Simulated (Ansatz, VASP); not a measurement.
# One calculation of P, two programs

The input POSCAR:

```
P
1.0
    3.2170000000      0.0000000000      0.0000000000
   -1.6085000000      2.7860037240      0.0000000000
    0.0000000000      0.0000000000     28.0000000000
P
2
Direct
    0.3333333333      0.6666666667      0.5234107143
    0.6666666667      0.3333333333      0.4765892857
```

INCAR.step1

```
PREC     = Accurate       # precision mode
ENCUT    = 520            # plane-wave cutoff, eV
ISMEAR   = 0              # smearing method
SIGMA    = 0.02           # smearing width, eV
LREAL    = F              # projectors in reciprocal space
LASPH    = T              # aspherical terms in the spheres
NELM     = 80             # most SCF steps
LDIPOL   = T            
IDIPOL   = 3            
DIPOL    = 0.5 0.5 0.500
NBANDS   = 12             # bands
GGA      = PE             # functional
ALGO     = Normal         # electronic algorithm
EDIFF    = 1E-4           # SCF threshold, eV
LWAVE    = T              # write WAVECAR
LCHARG   = F              # write CHGCAR
```

File INCAR.step2:

```
PREC     = Accurate       # precision mode
ENCUT    = 520            # plane-wave cutoff, eV
EDIFF    = 1E-7           # SCF threshold, eV
ISMEAR   = 0              # smearing method
SIGMA    = 0.02           # smearing width, eV
LREAL    = F              # projectors in reciprocal space
LASPH    = T              # aspherical terms in the spheres
NELM     = 80             # most SCF steps
ALGO     = Normal         # electronic algorithm
ISIF     = 2              # what is computed and relaxed
LWAVE    = F              # write WAVECAR
LCHARG   = F              # write CHGCAR
LDIPOL   = T            
IDIPOL   = 3            
DIPOL    = 0.5 0.5 0.500
METAGGA  = R2SCAN         # meta-GGA
LMIXTAU  = T            
NBANDS   = 12             # bands
ISTART   = 1
```

File KPOINTS:

```
regular mesh
0
Gamma
  9 9 1
```

Input for Ansatz:

```yaml
crystal:
  lattice:
    - [3.217, 0.0, 0.0]
    - [-1.6085, 2.786003724, 0.0]
    - [0.0, 0.0, 28.0]
  atoms:
    - { symbol: P, position: [0.3333333333, 0.6666666667, 0.5234107143] }
    - { symbol: P, position: [0.6666666667, 0.3333333333, 0.4765892857] }
  periodic: [true, true, false]
basis:
  ecutwfc: 500
kpoints:
  mp_grid: { grid: [9, 9, 1] }
hamiltonian:
  xc: r2scan
scf:
  occupations: { method: gaussian, width: 0.02 }
output:
  forces: true
  stress: true
  eigenvalues: true
```

Alike in both runs: task single point; functional r2SCAN; k mesh 9 × 9 × 1; occupations gaussian, width 0.02 eV; no spin polarisation.

|  | VASP | Ansatz |
| --- | --- | --- |
| version | VASP 6.6.1 | Ansatz 0.2.0 |
| potentials or method | VASP PAW PBE potentials, release 64 (P), cutoff 520 eV | scalar-relativistic, plane waves, PAW |
| valence electrons in the cell | 10 | 10 |

|  | VASP | Ansatz | Ansatz less VASP |
| --- | --- | --- | --- |
| gap on the k mesh at the Fermi level (eV) | 1.67 | 1.66 | -0.010 |
| least direct gap on the mesh (eV) | 2.76 | 2.74 | -0.026 |
| rms of the force components (eV/Å) | 0.844 | 0.762 | -0.0824 |

VASP's potentials were made for PBE, not for r2SCAN. Atom by atom the forces differ by 0.082 eV/Å (rms over components).
